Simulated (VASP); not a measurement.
Crystal: AlNi3.

```
Al Ni
1.0
     0.00000    3.52305    3.52305
     3.52305    0.00000    3.52305
     3.52305    3.52305    0.00000
Al Ni
2 6
Direct
  0.00000 0.00000 0.00000
  0.50000 0.50000 0.50000
  0.50000 0.00000 0.00000
  0.00000 0.50000 0.00000
  0.00000 0.00000 0.50000
  0.00000 0.50000 0.50000
  0.50000 0.00000 0.50000
  0.50000 0.50000 0.00000
```

| Item | Value |
| --- | --- |
| Program | VASP 6.6.1 |
| Task | relaxation of cell and atoms |
| Functional | PBE |
| Potentials or basis | VASP PAW PBE potentials, release 64 (Al, Ni) |
| Cutoff | 600 eV |
| k mesh | 10 × 10 × 10 |
| Occupations | gaussian, width 0.1 eV |
| Spin | no spin polarisation |

At the start: pressure 7.0 GPa; volume 10.93 Å³/atom.

Question: How do energy, volume and symmetry change on relaxing?

Answer: Over 3 steps the energy falls by 8.3 meV/atom and the volume is 11.33 Å³/atom (+3.6 %); space group Pm-3m (No. 221, to 0.1 Å) before and after.

The path:
| step | energy change (eV) | largest force (eV/Å) | pressure (GPa) | volume (Å³) |
| --- | --- | --- | --- | --- |
| 1 | 0.0000 | 0.0000 | 6.98 | 87.46 |
| 2 | -0.0137 | 0.0000 | -5.45 | 93.62 |
| 3 | -0.0665 | 0.0000 | 0.00 | 90.63 |

Final structure:
```
CELL_PARAMETERS angstrom
0.00000 3.56518 3.56518
3.56518 0.00000 3.56518
3.56518 3.56518 0.00000
ATOMIC_POSITIONS crystal
Al 0.00000 0.00000 0.00000
Al 0.50000 0.50000 0.50000
Ni 0.50000 0.00000 0.00000
Ni 0.00000 0.50000 0.00000
Ni 0.00000 0.00000 0.50000
Ni 0.00000 0.50000 0.50000
Ni 0.50000 0.00000 0.50000
Ni 0.50000 0.50000 0.00000
```
